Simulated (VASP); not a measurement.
# BeAlS3 (P4mm) in VASP: relaxation of cell and atoms with PBE

Aim: the relaxation of cell and atoms of BeAlS3 with PBE.

All numbers are computed with VASP 6.6.1; they aren't measurements. Logs are shortened: lines on timing, memory, paths and dates and some standing lists are left out, and cuts for length are marked.

### 1 The cell of the first run

It takes space group P4mm (No. 99, tetragonal). The conventional cell has a = 4.315 Å, b = 4.315 Å, c = 6.518 Å, α = 90.00°, β = 90.00°, γ = 90.00°. Be (site symmetry 4mm) has 4 S at 2.20 Å within 2.9 Å. Al (site symmetry 4mm) has 5 S at 2.17 to 2.42 Å within 2.9 Å. Within 2.9 Å of S (site symmetry 4mm) lie 1 Al at 2.17 Å. Within 2.9 Å of S (site symmetry 2mm) lie 2 Be at 2.20 Å and 2 Al at 2.42 Å.

The cell was generated, and may not be a known phase.

### 2 Relaxation of cell and atoms, PBE

Input file INCAR:

```
  ALGO = Normal
  EDIFF = 1E-6
  EDIFFG = -0.01
  ENCUT = 600
  GGA = PE
  IBRION = 2
  ISIF = 3
  ISMEAR = 0
  LASPH = T
  LCHARG = F
  LREAL = F
  LWAVE = F
  NELM = 80
  NSW = 100
  PREC = Accurate
  SIGMA = 0.1
```

Input file KPOINTS:

```
k-points
0
Gamma
  10 10 6
```

Input file POSCAR:

```
BeAlS3
1.0
    4.3148958374      0.0000000000      0.0000000000
    0.0000000000      4.3148958374      0.0000000000
    0.0000000000      0.0000000000      6.5181544913
Be Al S
1 1 3
Direct
    0.0000000000      0.0000000000      0.6889048375
    0.5000000000      0.5000000000      0.4595896893
    0.5000000000      0.5000000000      0.1259180237
    0.5000000000      0.0000000000      0.6267937097
    0.0000000000      0.5000000000      0.6267937097
```

Potentials or basis: VASP PAW PBE potentials, release 64 (Be, Al, S).

Run with:

```
$ cat potpaw_PBE.64/Be/POTCAR potpaw_PBE.64/Al/POTCAR potpaw_PBE.64/S/POTCAR > POTCAR
$ mpirun -np 1 vasp_std > vasp.out
```

OUTCAR:

```text
EDIFF = 1E-6
   EDIFFG = -0.01
   ENCUT = 600
   GGA = PE
   IBRION = 2
   ISIF = 3
   ISMEAR = 0
   LASPH = T
   LREAL = F
   NELM = 80
   NSW = 100
   PREC = Accurate

 ion  position               nearest neighbor table
   1  0.000  0.000  0.689-   4 2.20   5 2.20   5 2.20   4 2.20
   2  0.500  0.500  0.460-   3 2.17   4 2.42   5 2.42   4 2.42   5 2.42
   3  0.500  0.500  0.126-   2 2.17
   4  0.500  0.000  0.627-   1 2.20   1 2.20   2 2.42   2 2.42
   5  0.000  0.500  0.627-   1 2.20   1 2.20   2 2.42   2 2.42

  LATTYP: Found a simple tetragonal cell.
 ALAT       =     4.3148958374
 C/A-ratio  =     1.5106168809

  Lattice vectors:

 A1 = (   4.3148958374,   0.0000000000,   0.0000000000)
 A2 = (   0.0000000000,   4.3148958374,   0.0000000000)
 A3 = (   0.0000000000,   0.0000000000,   6.5181544913)

Analysis of symmetry for initial positions (statically):
=====================================================================
 Subroutine PRICEL returns:
 Original cell was already a primitive cell.

 Routine SETGRP: Setting up the symmetry group for a
 simple tetragonal supercell.

 Subroutine GETGRP returns: Found  8 space group operations
 (whereof  8 operations were pure point group operations)
 out of a pool of 16 trial point group operations.

The static configuration has the point symmetry C_4v.

Analysis of symmetry for dynamics (positions and initial velocities):
=====================================================================
 Subroutine PRICEL returns:
 Original cell was already a primitive cell.

 Routine SETGRP: Setting up the symmetry group for a
 simple tetragonal supercell.

 Subroutine GETGRP returns: Found  8 space group operations
 (whereof  8 operations were pure point group operations)
 out of a pool of 16 trial point group operations.

The dynamic configuration has the point symmetry C_4v.

 Subroutine INISYM returns: Found  8 space group operations
 (whereof  8 operations are pure point group operations),
 and found     1 'primitive' translations

----------------------------------------------------------------------------------------

                                     Primitive cell

  volume of cell :     121.3571

  direct lattice vectors                    reciprocal lattice vectors
     4.314895837  0.000000000  0.000000000     0.231755305  0.000000000  0.000000000
     0.000000000  4.314895837  0.000000000     0.000000000  0.231755305  0.000000000
     0.000000000  0.000000000  6.518154491     0.000000000  0.000000000  0.153417659

  length of vectors
     4.314895837  4.314895837  6.518154491     0.231755305  0.231755305  0.153417659

  position of ions in fractional coordinates (direct lattice)
     0.000000000  0.000000000  0.688904837
     0.500000000  0.500000000  0.459589689
     0.500000000  0.500000000  0.125918024
     0.500000000  0.000000000  0.626793710
     0.000000000  0.500000000  0.626793710

  ion indices of the primitive-cell ions
   primitive index   ion index
                 1           1
                 2           2
                 3           3
                 4           4
                 5           5

----------------------------------------------------------------------------------------

 KPOINTS: k-points

Automatic generation of k-mesh.
 Grid dimensions read from file:
 generate k-points for:   10   10    6

 Generating k-lattice:

  Cartesian coordinates                     Fractional coordinates (reciprocal lattice)
     0.023175530  0.000000000  0.000000000     0.100000000  0.000000000  0.000000000
     0.000000000  0.023175530  0.000000000     0.000000000  0.100000000  0.000000000
     0.000000000  0.000000000  0.025569610     0.000000000  0.000000000  0.166666667

  Length of vectors
     0.023175530  0.023175530  0.025569610

  Shift w.r.t. Gamma in fractional coordinates (k-lattice)
     0.000000000  0.000000000  0.000000000

 Subroutine IBZKPT returns following result:
 ===========================================

 Found     84 irreducible k-points:

 Following reciprocal coordinates:
            Coordinates               Weight
  0.000000  0.000000  0.000000      1.000000
  0.100000  0.000000  0.000000      4.000000
  0.200000  0.000000  0.000000      4.000000
  0.300000  0.000000  0.000000      4.000000
  0.400000  0.000000  0.000000      4.000000
  0.500000  0.000000  0.000000      2.000000
[... 16 lines left out ...]
  0.100000  0.000000  0.166667      8.000000
  0.200000  0.000000  0.166667      8.000000
 [... further k-points ...]
   k-points           NKPTS =     84   k-points in BZ     NKDIM =     84   number of bands    NBANDS=     15
   number of dos      NEDOS =    301   number of ions     NIONS =      5
   total plane-waves  NPLWV =  69984
   dimension x,y,z NGX =    36 NGY =   36 NGZ =   54
   dimension x,y,z NGXF=    72 NGYF=   72 NGZF=  108
   ions per type =               1   1   3
   NGX,Y,Z   is equivalent  to a cutoff of  13.87, 13.87, 13.77 a.u.
   NGXF,Y,Z  is equivalent  to a cutoff of  27.74, 27.74, 27.55 a.u.
 SYSTEM =  unknown system
   PREC   = accura    normal or accurate (medium, high low for compatibility)
   ISTART =      0    job   : 0-new  1-cont  2-samecut
   ICHARG =      2    charge: 1-file 2-atom 10-const
   ISPIN  =      1    spin polarized calculation?
   LNONCOLLINEAR =      F non collinear calculations
   LSORBIT =      F    spin-orbit coupling
   LASPH  =      T    aspherical Exc in radial PAW
   ENCUT  =  600.0 eV  44.10 Ry    6.64 a.u.   8.62  8.62 13.02*2*pi/ulx,y,z
   NELM   =     80;   NELMIN=  2; NELMDL= -5     # of ELM steps
   EDIFF  = 0.1E-05   stopping-criterion for ELM
   LREAL  =      F    real-space projection
   EDIFFG = -.1E-01   stopping-criterion for IOM
   NSW    =    100    number of steps for IOM
   IBRION =      2    ionic relax: 0-MD 1-quasi-New 2-CG
   NFREE  =      1    steps in history (QN), initial steepest desc. (CG)
   ISIF   =      3    stress and relaxation
   ISYM   =      2    0-nonsym 1-usesym 2-fastsym
   POTIM  = 0.5000    time-step for ionic-motion
   TEBEG  =    0.0;   TEEND  =   0.0 temperature during run
   PSTRESS=    0.0 pullay stress
   NELECT =      23.0000    total number of electrons
   NUPDOWN=      -1.0000    fix difference up-down
   EMIN   =  10.00;   EMAX   =-10.00  energy-range for DOS
   EFERMI =   0.00;   METHOD = LEGACY
   ISMEAR =     0;   SIGMA  =   0.10  broadening in eV -4-tet -1-fermi 0-gaus
   EFERMI_NEDOS =   21; number of points for ismear=-14 and -15
   IALGO  =     38    algorithm
   IMIX   =      4    mixing-type and parameters
     AMIX     =   0.40;   BMIX     =  1.00
     AMIX_MAG =   1.60;   BMIX_MAG =  1.00
  volume/ion in A,a.u.               =      24.27       163.79
  Fermi-wavevector in a.u.,A,eV,Ry     =   0.940363  1.777029 12.031403  0.884283
  Thomas-Fermi vector in A             =   2.067768
   LORBIT       =      0    0 simple, 1 ext, 2 COOP (PROOUT), +10 PAW based schemes
   GGA     = PE    functional components
   LHFCALC =     F    Hartree Fock is set to
   AEXX    =    0.0000 exact exchange contribution
   IVDW    =     0    specifies the selected vdW correction
   LEPSILON=     F    determine dielectric tensor
   LRPA    =     F    only Hartree local field effects (RPA)
 conjugate gradient relaxation of ions
 non-spin polarized calculation
 Gauss-broadening in eV      SIGMA  =   0.10
  energy-cutoff  :      600.00
  volume of cell :      121.36
 maximum number of plane-waves:      4090
 NGX is ok and might be reduce to    36
   NGX = 17   NGY = 17   NGZ = 27

--------------------------------------- Ionic step        1  -------------------------------------------

 number of electron      22.9999997 magnetization

 Free energy of the ion-electron system (eV)
  ---------------------------------------------------
  ext. energy  EPLUGINS =         0.00000000
  ---------------------------------------------------
  free energy    TOTEN  =       -21.07296922 eV

  energy without entropy =      -21.03683965  energy(sigma->0) =      -21.05490443

------------------------ aborting loop because EDIFF is reached ----------------------------------------

  FORCE on cell =-STRESS in cart. coord.  units (eV):
  Direction    XX          YY          ZZ          XY          YZ          ZX
  --------------------------------------------------------------------------------------
  -------------------------------------------------------------------------------------
  Total        0.1363896      0.1363896     -0.0295066      0.0000000      0.0000000      0.0000000
  in kB        1.8006384      1.8006384     -0.3895512      0.0000000      0.0000000      0.0000000
  external PRESSURE =       1.0705752 kB  Pullay stress =       0.0000000 kB
[... 258 lines left out ...]
  energy  without entropy=      -21.0377978457  energy(sigma->0) =      -21.05577318

--------------------------------------- Ionic step        8  -------------------------------------------

 number of electron      22.9999996 magnetization

 Free energy of the ion-electron system (eV)
  ---------------------------------------------------
  ext. energy  EPLUGINS =         0.00000000
  ---------------------------------------------------
  free energy    TOTEN  =       -21.07377197 eV

  energy without entropy =      -21.03787076  energy(sigma->0) =      -21.05582137

 E-fermi :   1.5111     XC(G=0):  -7.8562

 val. band max:        1.5094581094   @ k =   0.1000   0.1000   0.0000
 cond. band min:       1.5111053271   @ k =   0.5000   0.1000   0.5000
 fundamental gap:      0.0016472177
 Fermi energy:         1.5110622985

 k-point     1 :       0.0000    0.0000    0.0000
  band No.  band energies     occupation
      1     -12.5674      2.00000
      2      -9.4835      2.00000
      3      -9.2627      2.00000
      4      -3.8729      2.00000
      5      -3.8729      2.00000
      6      -3.2337      2.00000
      7       0.3010      2.00000
      8       0.3545      2.00000
      9       0.3545      2.00000
     10       0.5890      2.00000
     11       1.5805      0.32639
     12       1.5805      0.32639
     13       1.9883      0.00000
     14       4.7831      0.00000
     15       6.1884      0.00000
[... 397 lines left out ...]
 k-point    24 :       0.2000    0.0000    0.1667
  band No.  band energies     occupation
      1     -12.3512      2.00000
      2      -9.9123      2.00000
      3      -9.2524      2.00000
      4      -3.6528      2.00000
      5      -3.6208      2.00000
      6      -2.8147      2.00000
      7      -0.5768      2.00000
      8      -0.3271      2.00000
      9       0.0606      2.00000
     10       0.3682      2.00000
     11       1.2464      1.99982
     12       1.5695      0.40849
     13       2.8884      0.00000
     14       5.3834      0.00000
     15       6.5845      0.00000

 [... further k-points ...]

------------------------ aborting loop because EDIFF is reached ----------------------------------------

  FORCE on cell =-STRESS in cart. coord.  units (eV):
  Direction    XX          YY          ZZ          XY          YZ          ZX
  --------------------------------------------------------------------------------------
  -------------------------------------------------------------------------------------
  Total        0.0128621      0.0128621      0.0110576      0.0000000      0.0000000      0.0000000
  in kB        0.1692588      0.1692588      0.1455121      0.0000000      0.0000000      0.0000000
  external PRESSURE =       0.1613432 kB  Pullay stress =       0.0000000 kB
[... 20 lines left out ...]
  FREE ENERGIE OF THE ION-ELECTRON SYSTEM (eV)
  ---------------------------------------------------
  free  energy   TOTEN  =       -21.0737719722 eV

  energy  without entropy=      -21.0378707611  energy(sigma->0) =      -21.05582137

 reached required accuracy - stopping structural energy minimisation
```

It took 5.5 min on 1 thread of AMD EPYC 9R45 (Zen 5), shared host; peak memory 0.35 GiB.

Results:

* Free energy: -21.0738 eV
* Relaxed volume: 24.35 Å³/atom
* Relaxed cell: a = 4.315 Å, b = 4.315 Å, c = 6.538 Å, α = 90.00°, β = 90.00°, γ = 90.00°
* Space group after relaxing (to 0.1 Å): P4mm (No. 99)
* Energy gained by relaxing: 0.2 meV/atom
* Ionic steps: 8
* Pressure after relaxing: 0.0 GPa
* Largest force after relaxing: 0.009 eV/Å
* Band gap on the k mesh: zero (an odd number of electrons rules out a gap without spin polarisation)

Forces in eV/Å, atoms in the order of the input:
```
Be   0.000  0.000  0.003
Al   0.000  0.000  0.005
S    0.000  0.000  0.009
S    0.000  0.000 -0.008
S    0.000  0.000 -0.008
```

Step by step:
```
step  energy change (eV)  largest force (eV/Å)  pressure (GPa)  volume (Å³)
   1              0.0000                0.1343            0.11       121.36
   2             -0.0005                0.0477            0.02       121.64
   3             -0.0006                0.0141            0.04       121.56
   4             -0.0007                0.0132           -0.01       121.70
   5             -0.0007                0.0231           -0.05       121.79
   6             -0.0008                0.0109            0.00       121.73
   7             -0.0008                0.0105            0.02       121.71
   8             -0.0008                0.0087            0.02       121.75
```

Final structure:
```
CELL_PARAMETERS angstrom
4.31544 0.00000 0.00000
0.00000 4.31544 0.00000
0.00000 0.00000 6.53762
ATOMIC_POSITIONS crystal
Be 0.00000 0.00000 0.68936
Al 0.50000 0.50000 0.45819
S 0.50000 0.50000 0.12659
S 0.50000 0.00000 0.62693
S 0.00000 0.50000 0.62693
```

Caveat: this functional lacks dispersion, which binds layers or chains, so the pressure and a relaxed spacing across them are unreliable.
